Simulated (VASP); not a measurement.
# Fe4Pt (R3m) in VASP: single point with PBE

Aim: the single point of Fe4Pt with PBE.

Everything below comes from runs of VASP 6.6.1. Logs are shortened: lines on timing, memory, paths and dates and some standing lists are left out, and cuts for length are marked.

## (1) The cell of the first run

Symmetry: R3m, No. 160, trigonal system. The conventional cell has a = 4.159 Å, b = 4.159 Å, c = 12.655 Å, α = 90.00°, β = 90.00°, γ = 120.00°. Within 3.1 Å of Fe (site symmetry 3m) lie 11 Fe at 2.35 to 3.04 Å and 3 Pt at 2.60 Å. Fe (site symmetry 3m) has 11 Fe at 2.35 to 3.04 Å and 3 Pt at 2.55 Å within 3.1 Å. Within 3.3 Å of Fe (site symmetry 3m) lie 10 Fe at 2.50 to 2.91 Å and 4 Pt at 2.64 to 2.87 Å. Within 3.3 Å of Fe (site symmetry 3m) lie 10 Fe at 2.48 to 2.95 Å and 4 Pt at 2.58 to 2.91 Å. Within 3.4 Å of Pt (site symmetry 3m) lie 14 Fe at 2.55 to 2.91 Å.

## (2) Single point, PBE, collinear spin, ferrimagnetic start

INCAR

```
PREC = Accurate
ENCUT = 520
EDIFF = 1E-7
ISMEAR = 0
SIGMA = 0.1
LREAL = F
LASPH = T
NELM = 150
ALGO = Fast
ISIF = 2
LWAVE = F
LCHARG = F
ISPIN = 2
MAGMOM = 4 4 -4 4 0
LORBIT = 11
LMAXMIX = 4
GGA = PE
NBANDS = 33
```

KPOINTS

```
Automatic mesh
0
Gamma
  6 6 6
```

POSCAR

```
Fe4Pt
1.0
    2.0796404960      1.2006810019      4.2184129782
   -2.0796404960      1.2006810019      4.2184129782
    0.0000000000     -2.4013619987      4.2184129797
Fe Pt
4 1
Direct
    0.5904192953      0.5904192953      0.5904192953
    0.4048953664      0.4048953664      0.4048953664
    0.7944255432      0.7944255432      0.7944255432
    0.2069093231      0.2069093231      0.2069093231
    0.0033504720      0.0033504720      0.0033504720
```

Potentials or basis: VASP PAW PBE potentials, release 64 (Fe, Pt).

Run with:

```
cat potpaw_PBE.64/Fe/POTCAR potpaw_PBE.64/Pt/POTCAR > POTCAR
mpirun -np 1 vasp_std > vasp.out
```

OUTCAR:

```text
PREC = Accurate
   ENCUT = 520
   EDIFF = 1E-7
   ISMEAR = 0
   LREAL = F
   LASPH = T
   NELM = 150
   ISIF = 2
   ISPIN = 2
   LORBIT = 11
   GGA = PE

 ion  position               nearest neighbor table
   1  0.590  0.590  0.590-   2 2.35   4 2.48   4 2.48   4 2.48   3 2.58   5 2.60   5 2.60   5 2.60
                             3 2.91   3 2.91   3 2.91   2 3.04   2 3.04   2 3.04
   2  0.405  0.405  0.405-   1 2.35   3 2.50   3 2.50   3 2.50   4 2.51   5 2.55   5 2.55   5 2.55
                             4 2.95   4 2.95   4 2.95   1 3.04   1 3.04   1 3.04
   3  0.794  0.794  0.794-   2 2.50   2 2.50   2 2.50   1 2.58   4 2.60   4 2.60   4 2.60   5 2.64
                             5 2.87   5 2.87   5 2.87   1 2.91   1 2.91   1 2.91
   4  0.207  0.207  0.207-   1 2.48   1 2.48   1 2.48   2 2.51   5 2.58   3 2.60   3 2.60   3 2.60
                             5 2.91   5 2.91   5 2.91   2 2.95   2 2.95   2 2.95
   5  0.003  0.003  0.003-   2 2.55   2 2.55   2 2.55   4 2.58   1 2.60   1 2.60   1 2.60   3 2.64
                             3 2.87   3 2.87   3 2.87   4 2.91   4 2.91   4 2.91

  LATTYP: Found a trigonal (rhomboedric) cell.
 ALAT       =     4.8540238479
 COS(alpha) =     0.6328845047

  Lattice vectors:

 A1 = (   2.0796404960,   1.2006810019,   4.2184129782)
 A2 = (  -2.0796404960,   1.2006810019,   4.2184129782)
 A3 = (   0.0000000000,  -2.4013619987,   4.2184129797)

Analysis of symmetry for initial positions (statically):
=====================================================================
 Subroutine PRICEL returns:
 Original cell was already a primitive cell.

 Routine SETGRP: Setting up the symmetry group for a
 trigonal (rhombohedral) supercell.

 Subroutine GETGRP returns: Found  6 space group operations
 (whereof  6 operations were pure point group operations)
 out of a pool of 12 trial point group operations.

The static configuration has the point symmetry C_3v.

Analysis of symmetry for dynamics (positions and initial velocities):
=====================================================================
 Subroutine PRICEL returns:
 Original cell was already a primitive cell.

 Routine SETGRP: Setting up the symmetry group for a
 trigonal (rhombohedral) supercell.

 Subroutine GETGRP returns: Found  6 space group operations
 (whereof  6 operations were pure point group operations)
 out of a pool of 12 trial point group operations.

The dynamic configuration has the point symmetry C_3v.

Analysis of structural, dynamic, and magnetic symmetry:
=====================================================================
 Subroutine PRICEL returns:
 Original cell was already a primitive cell.

 Routine SETGRP: Setting up the symmetry group for a
 trigonal (rhombohedral) supercell.

 Subroutine GETGRP returns: Found  6 space group operations
 (whereof  6 operations were pure point group operations)
 out of a pool of 12 trial point group operations.

The overall configuration has the point symmetry C_3v.

 Subroutine INISYM returns: Found  6 space group operations
 (whereof  6 operations are pure point group operations),
 and found     1 'primitive' translations

----------------------------------------------------------------------------------------

                                     Primitive cell

  volume of cell :      63.1999

  direct lattice vectors                    reciprocal lattice vectors
     2.079640496  1.200681002  4.218412978     0.240426170  0.138810114  0.079018658
    -2.079640496  1.200681002  4.218412978    -0.240426170  0.138810114  0.079018658
     0.000000000 -2.401361999  4.218412980     0.000000000 -0.277620228  0.079018658

  length of vectors
     4.854023848  4.854023848  4.854023848     0.288646738  0.288646738  0.288646738

  position of ions in fractional coordinates (direct lattice)
     0.590419295  0.590419295  0.590419295
     0.404895366  0.404895366  0.404895366
     0.794425543  0.794425543  0.794425543
     0.206909323  0.206909323  0.206909323
     0.003350472  0.003350472  0.003350472

  ion indices of the primitive-cell ions
   primitive index   ion index
                 1           1
                 2           2
                 3           3
                 4           4
                 5           5

[... 50 lines left out ...]
  0.500000  0.500000  0.166667      6.000000
 -0.333333  0.500000  0.166667     12.000000
 [... further k-points ...]
   k-points           NKPTS =     32   k-points in BZ     NKDIM =     32   number of bands    NBANDS=     33
   number of dos      NEDOS =    301   number of ions     NIONS =      5
   total plane-waves  NPLWV =  46656
   dimension x,y,z NGX =    36 NGY =   36 NGZ =   36
   dimension x,y,z NGXF=    72 NGYF=   72 NGZF=   72
   ions per type =               4   1
   NGX,Y,Z   is equivalent  to a cutoff of  12.33, 12.33, 12.33 a.u.
   NGXF,Y,Z  is equivalent  to a cutoff of  24.66, 24.66, 24.66 a.u.
 SYSTEM =  unknown system
   PREC   = accura    normal or accurate (medium, high low for compatibility)
   ISTART =      0    job   : 0-new  1-cont  2-samecut
   ICHARG =      2    charge: 1-file 2-atom 10-const
   ISPIN  =      2    spin polarized calculation?
   LNONCOLLINEAR =      F non collinear calculations
   LSORBIT =      F    spin-orbit coupling
   LASPH  =      T    aspherical Exc in radial PAW
   ENCUT  =  520.0 eV  38.22 Ry    6.18 a.u.   9.03  9.03  9.03*2*pi/ulx,y,z
   NELM   =    150;   NELMIN=  2; NELMDL= -5     # of ELM steps
   EDIFF  = 0.1E-06   stopping-criterion for ELM
   LREAL  =      F    real-space projection
   EDIFFG = 0.1E-05   stopping-criterion for IOM
   NSW    =      0    number of steps for IOM
   IBRION =     -1    ionic relax: 0-MD 1-quasi-New 2-CG
   NFREE  =      0    steps in history (QN), initial steepest desc. (CG)
   ISIF   =      2    stress and relaxation
   ISYM   =      2    0-nonsym 1-usesym 2-fastsym
   POTIM  = 0.5000    time-step for ionic-motion
   TEBEG  =    0.0;   TEEND  =   0.0 temperature during run
   PSTRESS=    0.0 pullay stress
   NELECT =      42.0000    total number of electrons
   NUPDOWN=      -1.0000    fix difference up-down
   EMIN   =  10.00;   EMAX   =-10.00  energy-range for DOS
   EFERMI =   0.00;   METHOD = LEGACY
   ISMEAR =     0;   SIGMA  =   0.10  broadening in eV -4-tet -1-fermi 0-gaus
   EFERMI_NEDOS =   21; number of points for ismear=-14 and -15
   IALGO  =     68    algorithm
   IMIX   =      4    mixing-type and parameters
     AMIX     =   0.40;   BMIX     =  1.00
     AMIX_MAG =   1.60;   BMIX_MAG =  1.00
  volume/ion in A,a.u.               =      12.64        85.30
  Fermi-wavevector in a.u.,A,eV,Ry     =   1.428628  2.699716 27.769194  2.040978
  Thomas-Fermi vector in A             =   2.548669
   LORBIT       =     11    0 simple, 1 ext, 2 COOP (PROOUT), +10 PAW based schemes
   GGA     = PE    functional components
   LHFCALC =     F    Hartree Fock is set to
   AEXX    =    0.0000 exact exchange contribution
   IVDW    =     0    specifies the selected vdW correction
   LEPSILON=     F    determine dielectric tensor
   LRPA    =     F    only Hartree local field effects (RPA)
 spin polarized calculation
 RMM-DIIS sequential band-by-band and
 Gauss-broadening in eV      SIGMA  =   0.10
  energy-cutoff  :      520.00
  volume of cell :       63.20
 maximum number of plane-waves:      1732
   NGX = 19   NGY = 19   NGZ = 19

 number of electron      41.9999994 magnetization       7.1394256

 Free energy of the ion-electron system (eV)
  ---------------------------------------------------
  ext. energy  EPLUGINS =         0.00000000
  ---------------------------------------------------
  free energy    TOTEN  =       -38.47457153 eV

  energy without entropy =      -38.43254729  energy(sigma->0) =      -38.45355941

 E-fermi :   7.0777     XC(G=0): -12.9577

 val. band max:        7.0718503607   @ k =  -0.3333   0.3333   0.3333
 cond. band min:       7.0787330112   @ k =   0.5000   0.0000   0.0000
 fundamental gap:      0.0068826505
 Fermi energy:         7.0777178777

 spin component 1

 k-point     1 :       0.0000    0.0000    0.0000
  band No.  band energies     occupation
      1      -1.9856      1.00000
      2       1.9516      1.00000
      3       1.9516      1.00000
      4       2.2897      1.00000
      5       2.2897      1.00000
      6       2.4713      1.00000
[... 853 lines left out ...]
     32      15.3213      0.00000
     33      18.3133      0.00000

 [... further k-points ...]

 spin component 2

 k-point     1 :       0.0000    0.0000    0.0000
  band No.  band energies     occupation
      1      -1.8332      1.00000
      2       2.5175      1.00000
      3       2.5175      1.00000
      4       2.6460      1.00000
      5       2.7566      1.00000
      6       2.7566      1.00000
[... 853 lines left out ...]
     32      15.9608      0.00000
     33      18.8101      0.00000

 [... further k-points ...]

------------------------ aborting loop because EDIFF is reached ----------------------------------------

  FORCE on cell =-STRESS in cart. coord.  units (eV):
  Direction    XX          YY          ZZ          XY          YZ          ZX
  --------------------------------------------------------------------------------------
  -------------------------------------------------------------------------------------
  Total       -1.5730014     -1.5730014     -1.2684171     -0.0000000      0.0000000      0.0000000
  in kB      -39.8770878    -39.8770878    -32.1555845     -0.0000000      0.0000000      0.0000000
  external PRESSURE =     -37.3032534 kB  Pullay stress =       0.0000000 kB

 VOLUME and BASIS-vectors are now :
 -----------------------------------------------------------------------------
  energy-cutoff  :      520.00
  volume of cell :       63.20
      direct lattice vectors                 reciprocal lattice vectors
     2.079640496  1.200681002  4.218412978     0.240426170  0.138810114  0.079018658
    -2.079640496  1.200681002  4.218412978    -0.240426170  0.138810114  0.079018658
     0.000000000 -2.401361999  4.218412980     0.000000000 -0.277620228  0.079018658

 POSITION                                       TOTAL-FORCE (eV/Angst)
 -----------------------------------------------------------------------------------
      0.00000      0.00000      7.47190         0.000000      0.000000      0.034946
      0.00000      0.00000      5.12405         0.000000      0.000000      0.110993
      0.00000      0.00000     10.05365         0.000000     -0.000000     -0.251239
      0.00000      0.00000      2.61849         0.000000      0.000000      0.059397
      0.00000      0.00000      0.04240         0.000000      0.000000      0.045903
 -----------------------------------------------------------------------------------
    total drift:                                0.000000      0.000000      0.000187

  FREE ENERGIE OF THE ION-ELECTRON SYSTEM (eV)
  ---------------------------------------------------
  free  energy   TOTEN  =       -38.4745715254 eV

  energy  without entropy=      -38.4325472877  energy(sigma->0) =      -38.45355941

 total charge

# of ion       s       p       d       tot
------------------------------------------
    1        0.456   0.500   6.201   7.157
    2        0.470   0.520   6.181   7.171
    3        0.423   0.461   6.234   7.117
    4        0.437   0.473   6.188   7.098
    5        0.752   0.708   7.979   9.440
--------------------------------------------------
tot          2.538   2.661  32.783  37.982

 magnetization (x)

# of ion       s       p       d       tot
------------------------------------------
    1        0.006  -0.009   2.526   2.522
    2        0.012   0.000   2.556   2.567
    3       -0.028  -0.043  -0.731  -0.801
    4        0.011  -0.007   2.523   2.527
    5       -0.018  -0.051   0.336   0.267
--------------------------------------------------
tot         -0.018  -0.110   7.210   7.082
```

Wall time 12 min (1 thread of Intel Xeon 8259CL, shared host); peak memory 0.31 GiB.

What came out:

| Item | Value |
| --- | --- |
| Free energy | -38.4746 eV |
| Pressure | -3.7 GPa |
| Largest force | 0.251 eV/Å |
| Net moment | 7.14 μB per cell |
| Site moments | Fe +2.52, +2.57, -0.80, +2.53; Pt +0.27 μB |
| Valence electrons inside the program's atomic spheres | Fe 7.16, 7.17, 7.12, 7.10; Pt 9.44 |

Forces on the atoms (eV/Å):
```
Fe   0.000  0.000  0.035
Fe   0.000  0.000  0.111
Fe   0.000  0.000 -0.251
Fe   0.000  0.000  0.059
Pt   0.000  0.000  0.046
```

Stress tensor (GPa, compression positive):
```
-3.99  0.00  0.00
 0.00 -3.99  0.00
 0.00  0.00 -3.22
```

Caveat: the cell stands under tension; spin-orbit coupling is left out, which moves the levels of the heavy elements.
